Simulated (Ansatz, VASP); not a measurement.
One calculation of Au, two programs

```
Au
1.0
     0.00000    2.09366    2.09366
     2.09366    0.00000    2.09366
     2.09366    2.09366    0.00000
Au
1
Direct
  0.00000 0.00000 0.00000
```

Alike in both runs: task single point; functional PBEsol; k mesh 22 × 22 × 22; occupations fermi-dirac, width 0.1 eV; no spin polarisation.

|  | VASP | Ansatz |
| --- | --- | --- |
| version | VASP 6.6.1 | Ansatz 0.2.0 |
| potentials or method | VASP PAW PBE potentials, release 64 (Au), cutoff 520 eV | plane waves (420 eV) with PAW, scalar-relativistic |
| valence electrons in the cell | 11 | 19 |

Ansatz gave:

```
pressure (GPa) : -10.6
```

Question: What did VASP give for the same quantities?

Answer: Pressure (GPa): -10.8.

VASP's potentials were made for PBE, not for PBEsol, and Ansatz warns of the same on its side. The functional is the same, so the differences come from potentials, cutoffs and numerics. VASP's potentials hold 11 valence electrons a cell and Ansatz's 19, so a difference there can come from the potentials and not from the codes.

Neither program's run includes spin-orbit coupling.
